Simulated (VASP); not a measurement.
# Mg3TiF8 in VASP: single point with PBEsol+U

Aim: the single point of Mg3TiF8 with PBEsol+U.

Program: VASP 6.6.1. These are calculated values, not measurements. Logs are shortened: lines on timing, memory, paths and dates and some standing lists are left out, and cuts for length are marked.

## (1) The cell of the first run

The typed cell holds 12 atoms: a = 4.623 Å, b = 4.623 Å, c = 6.104 Å, α = 90.00°, β = 90.00°, γ = 90.00°.

## (2) Single point, PBEsol+U, collinear spin

INCAR

```
SYSTEM = Mg3TiF8
ALGO = Normal
EDIFF = 1E-6
ENCUT = 520
GGA = PS
ISIF = 2
ISMEAR = 0
ISPIN = 2
LASPH = .TRUE.
LCHARG = .TRUE.
LDAU = .TRUE.
LDAUJ = 0 0 0
LDAUL = 2 -1 -1
LDAUPRINT = 1
LDAUTYPE = 2
LDAUU = 3 0 0
LELF = .TRUE.
LMAXMIX = 4
LORBIT = 11
LREAL = .FALSE.
LVHAR = .TRUE.
LWAVE = .FALSE.
MAGMOM = 2 0 0 0 0 0 0 0 0 0 0 0
NBANDS = 53
NELM = 150
PREC = Accurate
SIGMA = 0.05
```

KPOINTS

```
k-points
0
G
  4 4 3
  0 0 0
```

POSCAR

```
Mg3TiF8
1.0
    4.6230000000      0.0000000000      0.0000000000
    0.0000000000      4.6230000000      0.0000000000
    0.0000000000      0.0000000000      6.1040000000
Ti Mg F
1 3 8
Direct
    0.0022904060     -0.0013978378      0.0000117150
    0.0022753277     -0.0013736649      0.5000118008
    0.5023541756      0.4986841777      0.2563454174
    0.5022184794      0.4985570792      0.7436920102
    0.3156439533      0.3127981608      0.0000442980
    0.3028725652      0.2998979541      0.4999809219
    0.2064261954      0.7949868291      0.2657073980
    0.2065448567      0.7951427214      0.7343706632
    0.6888564020      0.6844552599     -0.0000142654
    0.7016588244      0.6972981135      0.5000485726
    0.7978939857      0.2019674669      0.2656356585
    0.7980246548      0.2021404058      0.7343251334
```

Potentials or basis: VASP PAW PBE potentials, release 64 (Ti_sv, Mg, F).

Run with:

```sh
> cat potpaw_PBE.64/Ti_sv/POTCAR potpaw_PBE.64/Mg/POTCAR potpaw_PBE.64/F/POTCAR > POTCAR
> mpirun -np 1 vasp_std > vasp.out
```

OUTCAR:

```text
SYSTEM = Mg3TiF8
   EDIFF = 1E-6
   ENCUT = 520
   GGA = PS
   ISIF = 2
   ISMEAR = 0
   ISPIN = 2
   LASPH = .TRUE.
   LORBIT = 11
   LREAL = .FALSE.
   NELM = 150
   PREC = Accurate

 ion  position               nearest neighbor table
   1  0.002  0.999  0.000-   5 2.05   9 2.05   8 2.10  11 2.10   7 2.10  12 2.10   2 3.05   2 3.05

   2  0.002  0.999  0.500-  12 1.96   7 1.96   8 1.96  11 1.96   6 1.97  10 1.97   1 3.05   1 3.05
                             3 3.59   4 3.59   3 3.59   4 3.59   3 3.59   4 3.59   3 3.59   4 3.59
   3  0.502  0.499  0.256-   7 1.94  11 1.94  10 1.98   6 1.98   9 1.98   5 1.98   4 2.97   4 3.13
                             2 3.59   2 3.59   2 3.59   2 3.59
   4  0.502  0.499  0.744-  12 1.94   8 1.94   6 1.98  10 1.98   5 1.98   9 1.98   3 2.97   3 3.13
                             2 3.59   2 3.59   2 3.59   2 3.59
   5  0.316  0.313  0.000-   4 1.98   3 1.98   1 2.05
   6  0.303  0.300  0.500-   2 1.97   4 1.98   3 1.98
   7  0.206  0.795  0.266-   3 1.94   2 1.96   1 2.10
   8  0.207  0.795  0.734-   4 1.94   2 1.96   1 2.10
   9  0.689  0.684  1.000-   3 1.98   4 1.98   1 2.05
  10  0.702  0.697  0.500-   2 1.97   3 1.98   4 1.98
  11  0.798  0.202  0.266-   3 1.94   2 1.96   1 2.10
  12  0.798  0.202  0.734-   4 1.94   2 1.96   1 2.10

  LATTYP: Found a simple tetragonal cell.
 ALAT       =     4.6230000000
 C/A-ratio  =     1.3203547480

  Lattice vectors:

 A1 = (   4.6230000000,   0.0000000000,   0.0000000000)
 A2 = (   0.0000000000,   4.6230000000,   0.0000000000)
 A3 = (   0.0000000000,   0.0000000000,   6.1040000000)

Analysis of symmetry for initial positions (statically):
=====================================================================
 Subroutine PRICEL returns:
 Original cell was already a primitive cell.

 Routine SETGRP: Setting up the symmetry group for a
 simple tetragonal supercell.

 Subroutine GETGRP returns: Found  1 space group operations
 (whereof  1 operations were pure point group operations)
 out of a pool of 16 trial point group operations.

The static configuration has the point symmetry C_1 .

Analysis of symmetry for dynamics (positions and initial velocities):
=====================================================================
 Subroutine PRICEL returns:
 Original cell was already a primitive cell.

 Routine SETGRP: Setting up the symmetry group for a
 simple tetragonal supercell.

 Subroutine GETGRP returns: Found  1 space group operations
 (whereof  1 operations were pure point group operations)
 out of a pool of 16 trial point group operations.

The dynamic configuration has the point symmetry C_1 .

Analysis of structural, dynamic, and magnetic symmetry:
=====================================================================
 Subroutine PRICEL returns:
 Original cell was already a primitive cell.

 Routine SETGRP: Setting up the symmetry group for a
 simple tetragonal supercell.

 Subroutine GETGRP returns: Found  1 space group operations
 (whereof  1 operations were pure point group operations)
 out of a pool of 16 trial point group operations.

The overall configuration has the point symmetry C_1 .

 Subroutine INISYM returns: Found  1 space group operations
 (whereof  1 operations are pure point group operations),
 and found     1 'primitive' translations

----------------------------------------------------------------------------------------

                                     Primitive cell

  volume of cell :     130.4555

  direct lattice vectors                    reciprocal lattice vectors
     4.623000000  0.000000000  0.000000000     0.216309756  0.000000000  0.000000000
     0.000000000  4.623000000  0.000000000     0.000000000  0.216309756  0.000000000
     0.000000000  0.000000000  6.104000000     0.000000000  0.000000000  0.163826999

[... 140 lines left out ...]
  energy-cutoff  :      520.00
  volume of cell :      130.46
 maximum number of plane-waves:      3535
 NGX is ok and might be reduce to    36
   NGX = 17   NGY = 17   NGZ = 23

atom =   1  type =  1  l = 2

 onsite density matrix

spin component  1

  0.4461 -0.0001  0.3804 -0.0001 -0.0013
 -0.0001  0.4741  0.0002  0.3950  0.0007
  0.3804  0.0002  0.4915  0.0001 -0.0012
 -0.0001  0.3950  0.0001  0.4711  0.0007
 -0.0013  0.0007 -0.0012  0.0007  0.0217

spin component  2

  0.0564 -0.0000 -0.0312  0.0000 -0.0001
 -0.0000  0.0428  0.0000 -0.0258  0.0000
 -0.0312  0.0000  0.0363 -0.0000  0.0001
  0.0000 -0.0258 -0.0000  0.0430 -0.0000
 -0.0001  0.0000  0.0001 -0.0000  0.0179

 occupancies and eigenvectors

  o =  0.0135  v =  0.0000  0.0000  0.0000  0.0000  0.0000 -0.5885 -0.0003 -0.8085 -0.0003  0.0009      0.0000  0.0000  0.0000  0.0000  0.0000  0.0000  0.0000  0.0000  0.0000  0.0000
  o =  0.0170  v =  0.0000  0.0000  0.0000  0.0000  0.0000  0.0005 -0.7084  0.0002 -0.7057  0.0113      0.0000  0.0000  0.0000  0.0000  0.0000  0.0000  0.0000  0.0000  0.0000  0.0000
  o =  0.0179  v =  0.0000  0.0000  0.0000  0.0000  0.0000 -0.0023 -0.0078  0.0005 -0.0082 -0.9999      0.0000  0.0000  0.0000  0.0000  0.0000  0.0000  0.0000  0.0000  0.0000  0.0000
  o =  0.0217  v =  0.0028 -0.0011  0.0003 -0.0007  1.0000  0.0000  0.0000  0.0000  0.0000  0.0000      0.0000  0.0000  0.0000  0.0000  0.0000  0.0000  0.0000  0.0000  0.0000  0.0000
  o =  0.0687  v =  0.0000  0.0000  0.0000  0.0000  0.0000  0.0023  0.7058 -0.0017 -0.7084  0.0003      0.0000  0.0000  0.0000  0.0000  0.0000  0.0000  0.0000  0.0000  0.0000  0.0000
  o =  0.0776  v = -0.0024 -0.7058  0.0023  0.7084 -0.0003  0.0000  0.0000  0.0000  0.0000  0.0000      0.0000  0.0000  0.0000  0.0000  0.0000  0.0000  0.0000  0.0000  0.0000  0.0000
  o =  0.0792  v =  0.0000  0.0000  0.0000  0.0000  0.0000 -0.8085  0.0018  0.5885 -0.0022  0.0022      0.0000  0.0000  0.0000  0.0000  0.0000  0.0000  0.0000  0.0000  0.0000  0.0000
  o =  0.0878  v =  0.7279 -0.0021 -0.6857  0.0026 -0.0018  0.0000  0.0000  0.0000  0.0000  0.0000      0.0000  0.0000  0.0000  0.0000  0.0000  0.0000  0.0000  0.0000  0.0000  0.0000
  o =  0.8499  v =  0.6857 -0.0003  0.7279 -0.0003 -0.0022  0.0000  0.0000  0.0000  0.0000  0.0000      0.0000  0.0000  0.0000  0.0000  0.0000  0.0000  0.0000  0.0000  0.0000  0.0000
  o =  0.8676  v = -0.0000 -0.7084 -0.0005 -0.7058 -0.0012  0.0000  0.0000  0.0000  0.0000  0.0000      0.0000  0.0000  0.0000  0.0000  0.0000  0.0000  0.0000  0.0000  0.0000  0.0000

 number of electron      73.9999972 magnetization       1.9998866

 Free energy of the ion-electron system (eV)
  ---------------------------------------------------
  ext. energy  EPLUGINS =         0.00000000
  ---------------------------------------------------
  free energy    TOTEN  =       -67.84282022 eV

  energy without entropy =      -67.84282022  energy(sigma->0) =      -67.84282022

 E-fermi :   5.2731     XC(G=0): -10.2864

 val. band max:        5.0664673839   @ k =   0.0000   0.0000   0.0000
 cond. band min:       6.4245745798   @ k =   0.0000   0.0000   0.0000
 fundamental gap:      1.3581071960
 Fermi energy:         5.2731383937

 spin component 1

 k-point     1 :       0.0000    0.0000    0.0000
  band No.  band energies     occupation
      1     -51.9288      1.00000
      2     -28.6070      1.00000
      3     -28.5421      1.00000
      4     -28.3271      1.00000
      5     -21.3949      1.00000
      6     -20.8984      1.00000
[... 2489 lines left out ...]
     48      13.7307      0.00000
     49      13.9049      0.00000

 [... further k-points ...]

 [bands above 49 left out]

------------------------ aborting loop because EDIFF is reached ----------------------------------------

  FORCE on cell =-STRESS in cart. coord.  units (eV):
  Direction    XX          YY          ZZ          XY          YZ          ZX
  --------------------------------------------------------------------------------------
  -------------------------------------------------------------------------------------
  Total        4.9871256      5.0045502      6.3952187      0.3564379      0.0003758     -0.0030374
  in kB       61.2489395     61.4629383     78.5423097      4.3775601      0.0046158     -0.0373041
  external PRESSURE =      67.0847292 kB  Pullay stress =       0.0000000 kB

 VOLUME and BASIS-vectors are now :
 -----------------------------------------------------------------------------
  energy-cutoff  :      520.00
  volume of cell :      130.46
      direct lattice vectors                 reciprocal lattice vectors
     4.623000000  0.000000000  0.000000000     0.216309756  0.000000000  0.000000000
     0.000000000  4.623000000  0.000000000     0.000000000  0.216309756  0.000000000
     0.000000000  0.000000000  6.104000000     0.000000000  0.000000000  0.163826999

 POSITION                                       TOTAL-FORCE (eV/Angst)
 -----------------------------------------------------------------------------------
      0.01059      4.61654      0.00007        -0.001167     -0.000230     -0.000202
      0.01052      4.61665      3.05207        -0.000893     -0.000908     -0.000062
      2.32238      2.30542      1.56473        -0.002163     -0.001942     -0.000786
      2.32176      2.30483      4.53950         0.000222      0.001051      0.000302
      1.45922      1.44607      0.00027         0.060587      0.060200     -0.000146
      1.40018      1.38643      3.05188        -0.003386     -0.003493      0.000213
      0.95431      3.67522      1.62188         0.023574     -0.021593      0.055730
      0.95486      3.67594      4.48260         0.023215     -0.023393     -0.057568
      3.18458      3.16424      6.10391        -0.059388     -0.060163      0.000258
      3.24377      3.22361      3.05230         0.004058      0.003842     -0.000120
      3.68866      0.93370      1.62144        -0.022155      0.024328      0.057856
      3.68927      0.93450      4.48232        -0.022502      0.022300     -0.055475
 -----------------------------------------------------------------------------------
    total drift:                                0.001576     -0.000918     -0.000055

  FREE ENERGIE OF THE ION-ELECTRON SYSTEM (eV)
  ---------------------------------------------------
  free  energy   TOTEN  =       -67.8428202187 eV

  energy  without entropy=      -67.8428202187  energy(sigma->0) =      -67.84282022

 total charge

# of ion       s       p       d       tot
------------------------------------------
    1        2.110   6.092   2.080  10.281
    2        0.135   0.176   0.089   0.400
    3        0.133   0.174   0.087   0.393
    4        0.133   0.174   0.087   0.393
    5        1.730   4.419   0.000   6.149
    6        1.729   4.425   0.000   6.154
    7        1.729   4.422   0.000   6.151
    8        1.729   4.422   0.000   6.151
    9        1.730   4.419   0.000   6.149
   10        1.729   4.425   0.000   6.154
   11        1.729   4.422   0.000   6.151
   12        1.729   4.422   0.000   6.151
--------------------------------------------------
tot         16.346  41.990   2.342  60.679

 magnetization (x)

# of ion       s       p       d       tot
------------------------------------------
    1        0.010   0.009   1.698   1.717
    2        0.001  -0.000   0.000   0.001
    3        0.000   0.000   0.000   0.001
    4        0.000   0.000   0.000   0.001
    5       -0.000   0.002   0.000   0.002
    6        0.000  -0.000   0.000  -0.000
    7       -0.000   0.006   0.000   0.005
    8       -0.000   0.005   0.000   0.005
    9       -0.000   0.002   0.000   0.002
   10        0.000  -0.000   0.000  -0.000
   11       -0.000   0.005   0.000   0.005
   12       -0.000   0.006   0.000   0.005
--------------------------------------------------
tot          0.010   0.035   1.699   1.744
```

It took 11 min on 1 thread of Intel Xeon 8259CL, shared host; peak memory 0.44 GiB.

Results:

```yaml
Free_energy: -67.8428 eV
Pressure: 6.7 GPa
Largest_force: 0.085 eV/Å
Band_gap_on_the_k_mesh: 1.36 eV
Net_moment: 2.00 μB per cell
Site_moments: Ti +1.72; Mg +0.00; F +0.00, -0.00, +0.01 (each value once) μB
Valence_electrons_inside_the_program's_atomic_spheres: Ti 10.28; Mg 0.40, 0.39 (each value once); F 6.15
```

Forces on the atoms (eV/Å):
```
Ti  -0.001  0.000  0.000
Mg  -0.001 -0.001  0.000
Mg  -0.002 -0.002 -0.001
Mg   0.000  0.001  0.000
F    0.061  0.060  0.000
F   -0.003 -0.003  0.000
F    0.024 -0.022  0.056
F    0.023 -0.023 -0.058
F   -0.059 -0.060  0.000
F    0.004  0.004  0.000
F   -0.022  0.024  0.058
F   -0.023  0.022 -0.055
```

Stress tensor (GPa, compression positive):
```
6.12 0.44 0.00
0.44 6.15 0.00
0.00 0.00 7.85
```

Levels at points of the mesh, in eV from the valence-band top:
Spin up:
```tsv
k point	band 35	band 36	band 37	band 38	band 39	band 40	band 41	band 42
(0.00, 0.00, 0.00)	-6.06	-5.76	-0.31	0.00	1.36	2.34	3.97	4.27
(0.50, 0.00, 0.00)	-6.18	-6.10	-0.21	-0.06	2.29	3.64	3.74	4.22
(0.00, 0.50, 0.00)	-6.18	-6.10	-0.22	-0.06	2.28	3.64	3.74	4.22
(0.50, 0.50, 0.00)	-6.30	-6.18	-0.22	-0.04	2.39	3.70	4.15	5.24
```
Spin down:
| k point | band 34 | band 35 | band 36 | band 37 | band 38 | band 39 |
| --- | --- | --- | --- | --- | --- | --- |
| (0.00, 0.00, 0.00) | -6.10 | -6.06 | -5.75 | 1.49 | 3.29 | 3.69 |
| (0.50, 0.00, 0.00) | -6.45 | -6.16 | -6.09 | 3.24 | 3.72 | 3.86 |
| (0.00, 0.50, 0.00) | -6.45 | -6.16 | -6.09 | 3.24 | 3.72 | 3.86 |
| (0.50, 0.50, 0.00) | -6.33 | -6.26 | -6.17 | 3.40 | 3.86 | 4.19 |

Eigenvalues of the final occupation matrices:
| site | spin | trace | eigenvalues |
| --- | --- | --- | --- |
| site 1 d | 1 | 1.90 | 0.02 0.08 0.09 0.85 0.87 |
| site 1 d | 2 | 0.20 | 0.01 0.02 0.02 0.07 0.08 |

Caveat: the cell stands under pressure; the PAW data sets were made with another functional, which shifts forces and pressure a little.
